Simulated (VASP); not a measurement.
# Mo (I4/mmm) in VASP: a series of runs

Runs on Mo. Level: PBEsol. Tasks: single point.

All numbers are computed with VASP 6.6.1; they aren't measurements. Logs are shortened: lines on timing, memory, paths and dates and some standing lists are left out, and cuts for length are marked.

**1. The cell of the first run**

It takes space group I4/mmm (No. 139, tetragonal). The conventional cell has a = 3.527 Å, b = 3.527 Å, c = 2.494 Å, α = 90.00°, β = 90.00°, γ = 90.00°. Mo (site symmetry 4/mmm) has 10 Mo at 2.49 to 2.79 Å within 3.3 Å.

**2. Single point, PBEsol**

File INCAR:

```
PREC     = Accurate       # precision mode
ENCUT    = 520            # plane-wave cutoff, eV
EDIFF    = 1E-6           # SCF threshold, eV
ISMEAR   = 0              # smearing method
SIGMA    = 0.15           # smearing width, eV
LREAL    = False          # projectors in reciprocal space
LASPH    = True           # aspherical terms in the spheres
NELM     = 60             # most SCF steps
ALGO     = Fast           # electronic algorithm
ISIF     = 2              # what is computed and relaxed
LWAVE    = False          # write WAVECAR
LCHARG   = True           # write CHGCAR
GGA      = PS             # functional
LELF     = True           # ELF
LVHAR    = True         
NBANDS   = 13             # bands
```

File KPOINTS:

```
regular mesh
0
Gamma
  24 24 24
```

File POSCAR:

```
Mo
1.0
   -1.7634766507      1.7634766507      1.2467779921
    1.7634766507     -1.7634766507      1.2467779921
    1.7634766507      1.7634766507     -1.2467779921
Mo
1
Direct
    0.0000000000      0.0000000000      0.0000000000
```

Potentials or basis: VASP PAW PBE potentials, release 64 (Mo_sv).

Launch:

```
> cat potpaw_PBE.64/Mo_sv/POTCAR > POTCAR
> mpirun -np 1 vasp_std > vasp.out
```

OUTCAR:

```text
PREC = Accurate
   ENCUT = 520
   EDIFF = 1E-6
   ISMEAR = 0
   LREAL = False
   LASPH = True
   NELM = 60
   ISIF = 2
   GGA = PS

 ion  position               nearest neighbor table
   1  0.000  0.000  0.000-

  LATTYP: Found a body centered tetragonal cell.
 ALAT       =     3.5269533014
 C/A-ratio  =     0.7070000000

  Lattice vectors:

 A1 = (  -1.7634766507,   1.7634766507,   1.2467779921)
 A2 = (   1.7634766507,  -1.7634766507,   1.2467779921)
 A3 = (   1.7634766507,   1.7634766507,  -1.2467779921)

Analysis of symmetry for initial positions (statically):
=====================================================================
 Subroutine PRICEL returns:
 Original cell was already a primitive cell.

 Routine SETGRP: Setting up the symmetry group for a
 body centered tetragonal supercell.

 Subroutine GETGRP returns: Found 16 space group operations
 (whereof 16 operations were pure point group operations)
 out of a pool of 16 trial point group operations.

The static configuration has the point symmetry D_4h.

Analysis of symmetry for dynamics (positions and initial velocities):
=====================================================================
 Subroutine PRICEL returns:
 Original cell was already a primitive cell.

 Routine SETGRP: Setting up the symmetry group for a
 body centered tetragonal supercell.

 Subroutine GETGRP returns: Found 16 space group operations
 (whereof 16 operations were pure point group operations)
 out of a pool of 16 trial point group operations.

The dynamic configuration has the point symmetry D_4h.

 Subroutine INISYM returns: Found 16 space group operations
 (whereof 16 operations are pure point group operations),
 and found     1 'primitive' translations

----------------------------------------------------------------------------------------

                                     Primitive cell

  volume of cell :      15.5092

  direct lattice vectors                    reciprocal lattice vectors
    -1.763476651  1.763476651  1.246777992     0.000000000  0.283530831  0.401033707
     1.763476651 -1.763476651  1.246777992     0.283530831  0.000000000  0.401033707
     1.763476651  1.763476651 -1.246777992     0.283530831  0.283530831  0.000000000

  length of vectors
     2.788217200  2.788217200  2.788217200     0.491139253  0.491139253  0.400973146

  position of ions in fractional coordinates (direct lattice)
     0.000000000  0.000000000  0.000000000

  ion indices of the primitive-cell ions
   primitive index   ion index
                 1           1

----------------------------------------------------------------------------------------

 KPOINTS: regular mesh

Automatic generation of k-mesh.
 Grid dimensions read from file:
 generate k-points for:   24   24   24

 Generating k-lattice:

  Cartesian coordinates                     Fractional coordinates (reciprocal lattice)
     0.000000000  0.011813785  0.016709738     0.041666667  0.000000000  0.000000000
     0.011813785  0.000000000  0.016709738     0.000000000  0.041666667  0.000000000
     0.011813785  0.011813785  0.000000000     0.000000000  0.000000000  0.041666667

  Length of vectors
     0.020464136  0.020464136  0.016707214

  Shift w.r.t. Gamma in fractional coordinates (k-lattice)
     0.000000000  0.000000000  0.000000000

 Subroutine IBZKPT returns following result:
 ===========================================

 Found   1063 irreducible k-points:

 Following reciprocal coordinates:
            Coordinates               Weight
  0.000000  0.000000  0.000000      1.000000
  0.041667 -0.000000  0.000000      8.000000
  0.083333  0.000000 -0.000000      8.000000
  0.125000  0.000000  0.000000      8.000000
  0.166667  0.000000  0.000000      8.000000
  0.208333  0.000000 -0.000000      8.000000
[... 16 lines left out ...]
  0.416667  0.041667  0.000000     16.000000
  0.458333  0.041667  0.000000     16.000000
 [... further k-points ...]
   k-points           NKPTS =   1063   k-points in BZ     NKDIM =   1063   number of bands    NBANDS=     13
   number of dos      NEDOS =    301   number of ions     NIONS =      1
   total plane-waves  NPLWV =  13824
   dimension x,y,z NGX =    24 NGY =   24 NGZ =   24
   dimension x,y,z NGXF=    48 NGYF=   48 NGZF=   48
   ions per type =               1
   NGX,Y,Z   is equivalent  to a cutoff of  14.31, 14.31, 14.31 a.u.
   NGXF,Y,Z  is equivalent  to a cutoff of  28.62, 28.62, 28.62 a.u.
 SYSTEM =  unknown system
   PREC   = accura    normal or accurate (medium, high low for compatibility)
   ISTART =      0    job   : 0-new  1-cont  2-samecut
   ICHARG =      2    charge: 1-file 2-atom 10-const
   ISPIN  =      1    spin polarized calculation?
   LNONCOLLINEAR =      F non collinear calculations
   LSORBIT =      F    spin-orbit coupling
   LASPH  =      T    aspherical Exc in radial PAW
   ENCUT  =  520.0 eV  38.22 Ry    6.18 a.u.   5.18  5.18  5.18*2*pi/ulx,y,z
   NELM   =     60;   NELMIN=  2; NELMDL= -5     # of ELM steps
   EDIFF  = 0.1E-05   stopping-criterion for ELM
   LREAL  =      F    real-space projection
   EDIFFG = 0.1E-04   stopping-criterion for IOM
   NSW    =      0    number of steps for IOM
   IBRION =     -1    ionic relax: 0-MD 1-quasi-New 2-CG
   NFREE  =      0    steps in history (QN), initial steepest desc. (CG)
   ISIF   =      2    stress and relaxation
   ISYM   =      2    0-nonsym 1-usesym 2-fastsym
   POTIM  = 0.5000    time-step for ionic-motion
   TEBEG  =    0.0;   TEEND  =   0.0 temperature during run
   PSTRESS=    0.0 pullay stress
   NELECT =      14.0000    total number of electrons
   NUPDOWN=      -1.0000    fix difference up-down
   EMIN   =  10.00;   EMAX   =-10.00  energy-range for DOS
   EFERMI =   0.00;   METHOD = LEGACY
   ISMEAR =     0;   SIGMA  =   0.15  broadening in eV -4-tet -1-fermi 0-gaus
   EFERMI_NEDOS =   21; number of points for ismear=-14 and -15
   IALGO  =     68    algorithm
   IMIX   =      4    mixing-type and parameters
     AMIX     =   0.40;   BMIX     =  1.00
     AMIX_MAG =   1.60;   BMIX_MAG =  1.00
  volume/ion in A,a.u.               =      15.51       104.66
  Fermi-wavevector in a.u.,A,eV,Ry     =   1.582176  2.989878 34.059184  2.503279
  Thomas-Fermi vector in A             =   2.682139
   LORBIT       =      0    0 simple, 1 ext, 2 COOP (PROOUT), +10 PAW based schemes
   GGA     = PS    functional components
   LHFCALC =     F    Hartree Fock is set to
   AEXX    =    0.0000 exact exchange contribution
   IVDW    =     0    specifies the selected vdW correction
   LEPSILON=     F    determine dielectric tensor
   LRPA    =     F    only Hartree local field effects (RPA)
 non-spin polarized calculation
 RMM-DIIS sequential band-by-band and
 Gauss-broadening in eV      SIGMA  =   0.15
  energy-cutoff  :      520.00
  volume of cell :       15.51
 maximum number of plane-waves:       429
 NGX is ok and might be reduce to    24

 number of electron      13.9999999 magnetization

 Free energy of the ion-electron system (eV)
  ---------------------------------------------------
  ext. energy  EPLUGINS =         0.00000000
  ---------------------------------------------------
  free energy    TOTEN  =       -11.16765223 eV

  energy without entropy =      -11.15881826  energy(sigma->0) =      -11.16323525

 E-fermi :  12.6531     XC(G=0): -13.5103

 val. band max:       12.6504813885   @ k =  -0.0417  -0.3333   0.0417
 cond. band min:      12.6564070836   @ k =  -0.2083  -0.2917   0.0833
 fundamental gap:      0.0059256950
 Fermi energy:        12.6531237015

 k-point     1 :       0.0000    0.0000    0.0000
  band No.  band energies     occupation
      1     -48.5657      2.00000
      2     -21.9681      2.00000
      3     -21.9681      2.00000
      4     -21.2106      2.00000
      5       5.3796      2.00000
      6       9.0601      2.00000
      7      10.5269      2.00000
      8      13.9792      0.00000
      9      13.9792      0.00000
     10      15.6905      0.00000
     11      26.1934      0.00000
     12      26.1934      0.00000
     13      34.3287      0.00000

 k-point     2 :       0.0417   -0.0000    0.0000
  band No.  band energies     occupation
      1     -48.5578      2.00000
      2     -21.9746      2.00000
      3     -21.9730      2.00000
      4     -21.2516      2.00000
      5       5.4729      2.00000
      6       9.1040      2.00000
      7      10.6064      2.00000
      8      13.8713      0.00000
      9      13.8777      0.00000
     10      15.6356      0.00000
     11      26.4033      0.00000
     12      26.4080      0.00000
     13      33.8638      0.00000

 k-point     3 :       0.0833    0.0000   -0.0000
  band No.  band energies     occupation
      1     -48.5344      2.00000
      2     -21.9954      2.00000
      3     -21.9873      2.00000
      4     -21.3691      2.00000
      5       5.7441      2.00000
      6       9.2258      2.00000
      7      10.8378      2.00000
      8      13.5790      0.00000
      9      13.6108      0.00000
     10      15.4904      0.00000
     11      26.9737      0.00000
     12      27.0194      0.00000
     13      32.7315      0.00000
[... 305 lines left out ...]
 k-point    23 :       0.4167    0.0417    0.0000
  band No.  band energies     occupation
      1     -48.0924      2.00000
      2     -23.5351      2.00000
      3     -22.2335      2.00000
      4     -22.1241      2.00000
      5       7.2459      2.00000
      6       8.2775      2.00000
      7      13.6758      0.00000
      8      14.8429      0.00000
      9      16.2642      0.00000
     10      17.8859      0.00000
     11      24.6909      0.00000
     12      27.3646      0.00000
     13      27.5453      0.00000

 k-point    24 :       0.4583    0.0417    0.0000
  band No.  band energies     occupation
      1     -48.0805      2.00000
      2     -23.5791      2.00000
      3     -22.2468      2.00000
      4     -22.1331      2.00000
      5       7.1728      2.00000
      6       8.2084      2.00000
      7      13.6711      0.00000
      8      15.3572      0.00000
      9      16.6937      0.00000
     10      17.8275      0.00000
     11      25.0264      0.00000
     12      26.4356      0.00000
     13      26.9496      0.00000

 [... further k-points ...]
[... 5 lines left out ...]
  --------------------------------------------------------------------------------------
  -------------------------------------------------------------------------------------
  Total       -0.1972057     -0.1972057      3.4708170      0.0000000      0.0000000      0.0000000
  in kB      -20.3723624    -20.3723624    358.5533241      0.0000000      0.0000000      0.0000000
  external PRESSURE =     105.9361997 kB  Pullay stress =       0.0000000 kB

 VOLUME and BASIS-vectors are now :
 -----------------------------------------------------------------------------
  energy-cutoff  :      520.00
  volume of cell :       15.51
      direct lattice vectors                 reciprocal lattice vectors
    -1.763476651  1.763476651  1.246777992     0.000000000  0.283530831  0.401033707
     1.763476651 -1.763476651  1.246777992     0.283530831  0.000000000  0.401033707
     1.763476651  1.763476651 -1.246777992     0.283530831  0.283530831  0.000000000

 POSITION                                       TOTAL-FORCE (eV/Angst)
 -----------------------------------------------------------------------------------
      0.00000      0.00000      0.00000        -0.000000      0.000000      0.000000
 -----------------------------------------------------------------------------------
    total drift:                                0.000000      0.000000     -0.000000

  FREE ENERGIE OF THE ION-ELECTRON SYSTEM (eV)
  ---------------------------------------------------
  free  energy   TOTEN  =       -11.1676522326 eV

  energy  without entropy=      -11.1588182619  energy(sigma->0) =      -11.16323525
```

It took 3.3 min on 1 thread of Intel Xeon Platinum 8259CL at 2.50GHz (Skylake/Cascade Lake), shared host; peak memory 0.3 GiB.

Results:

```yaml
Free_energy: -11.1677 eV
Pressure: 10.6 GPa
Band_gap_on_the_k_mesh: zero (bands 7 and 8 overlap by 6.12 eV)
```

Levels at points of the mesh, in eV from the Fermi level:
| k point | band 3 | band 4 | band 5 | band 6 | band 7 | band 8 | band 9 | band 10 | band 11 | band 12 |
| --- | --- | --- | --- | --- | --- | --- | --- | --- | --- | --- |
| (0.00, 0.00, 0.00) | -34.62 | -33.86 | -7.27 | -3.59 | -2.13 | 1.33 | 1.33 | 3.04 | 13.54 | 13.54 |
| (0.50, 0.00, 0.00) | -34.90 | -34.78 | -5.53 | -4.47 | 1.09 | 3.19 | 3.73 | 5.02 | 12.34 | 13.75 |
| (0.50, 0.50, 0.00) | -34.52 | -34.05 | -5.13 | -2.06 | -0.05 | 0.52 | 0.69 | 4.75 | 9.63 | 14.07 |
| (0.50, 0.50, 0.50) | -35.67 | -34.24 | -5.88 | -5.24 | 4.35 | 4.35 | 4.68 | 6.21 | 6.21 | 16.32 |

Caveat: the cell stands under pressure; the PAW data sets were made with another functional, which shifts forces and pressure a little.

**3. Single point, PBEsol**

File INCAR:

```
SYSTEM = Mo
PREC = Accurate
ENCUT = 520
EDIFF = 1E-6
ISMEAR = 0
SIGMA = 0.15
LREAL = .FALSE.
LASPH = .TRUE.
NELM = 80
ALGO = Fast
ISIF = 2
LWAVE = .FALSE.
LCHARG = .FALSE.
GGA = PS
NBANDS = 13
```

File KPOINTS:

```
Automatic mesh
0
G
  24 24 24
  0 0 0
```

File POSCAR:

```
Mo
1.0
   -1.4394449738      1.4394449738      1.8712784660
    1.4394449738     -1.4394449738      1.8712784660
    1.4394449738      1.4394449738     -1.8712784660
Mo
1
Direct
    0.0000000000      0.0000000000      0.0000000000
```

Potentials or basis: VASP PAW PBE potentials, release 64 (Mo_sv).

Launch:

```
> cat potpaw_PBE.64/Mo_sv/POTCAR > POTCAR
> mpirun -np 1 vasp_std > vasp.out
```

Run time: 2.7 min. Hardware: 1 thread of Intel Xeon Platinum 8259CL at 2.50GHz (Skylake/Cascade Lake), shared host; peak memory 0.31 GiB.

The run converged. Its results:

| Item | Value |
| --- | --- |
| Free energy | -11.4002 eV |
| Pressure | 1.1 GPa |
| Band gap on the k mesh | zero (bands 7 and 8 overlap by 4.80 eV) |

Stress tensor (GPa, compression positive):
```
  6.84   0.00   0.00
  0.00   6.84   0.00
  0.00   0.00 -10.45
```

Levels at points of the mesh, in eV from the Fermi level:
```
           k point  band 5  band 6  band 7  band 8  band 9  band 10
(0.00, 0.00, 0.00)   -7.00   -1.18   -1.18   -0.19    1.16     2.48
(0.50, 0.00, 0.00)   -4.93   -1.68   -0.46    1.54    3.72     4.42
(0.50, 0.50, 0.00)   -5.30   -4.49    3.51    3.93    4.15     5.13
(0.50, 0.50, 0.50)   -5.37   -4.77    4.00    4.73    4.73     5.25
```

Caveat: the PAW data sets were made with another functional, which shifts forces and pressure a little.

**4. Single point, PBEsol**

This run uses another cell than the first one, of the same volume but with other edges.

File INCAR:

```
PREC = Accurate
ENCUT = 520
EDIFF = 1E-6
ISMEAR = 0
SIGMA = 0.15
LREAL = F
LASPH = T
NELM = 80
ALGO = Fast
ISIF = 2
LWAVE = F
LCHARG = T
GGA = PS
LELF = T
LVHAR = T
NBANDS = 13
```

File KPOINTS:

```
Automatic mesh
0
Gamma
  24 24 24
```

File POSCAR:

```
Mo
1.0
   -1.6152766284      1.6152766284      1.4860544981
    1.6152766284     -1.6152766284      1.4860544981
    1.6152766284      1.6152766284     -1.4860544981
Mo
1
Direct
    0.0000000000      0.0000000000      0.0000000000
```

Launch:

```
> cat potpaw_PBE.64/Mo_sv/POTCAR > POTCAR
> mpirun -np 1 vasp_std > vasp.out
```

Wall time 2.4 min (1 thread of Intel Xeon Platinum 8259CL at 2.50GHz (Skylake/Cascade Lake), shared host); peak memory 0.3 GiB.

The run converged. Its results:

```
Free energy            : -11.7099 eV
Pressure               : -1.7 GPa
Band gap on the k mesh : zero (bands 7 and 8 overlap by 5.31 eV)
```

Stress tensor (GPa, compression positive):
```
-10.31   0.00   0.00
  0.00 -10.31   0.00
  0.00   0.00  15.57
```

Levels at points of the mesh, in eV from the Fermi level:
```csv
k point,band 4,band 5,band 6,band 7,band 8,band 9,band 10,band 11
"(0.00, 0.00, 0.00)",-34.41,-7.30,-1.98,-0.96,-0.96,0.95,2.25,14.36
"(0.50, 0.00, 0.00)",-34.50,-5.42,-3.74,1.68,1.91,3.03,4.83,11.89
"(0.50, 0.50, 0.00)",-34.42,-5.30,-2.68,0.85,1.21,1.95,4.71,11.25
"(0.50, 0.50, 0.50)",-35.24,-5.62,-5.40,3.99,3.99,4.28,8.38,8.38
```

Caveat: the PAW data sets were made with another functional, which shifts forces and pressure a little.

(Part 1 of 2 ends here.)
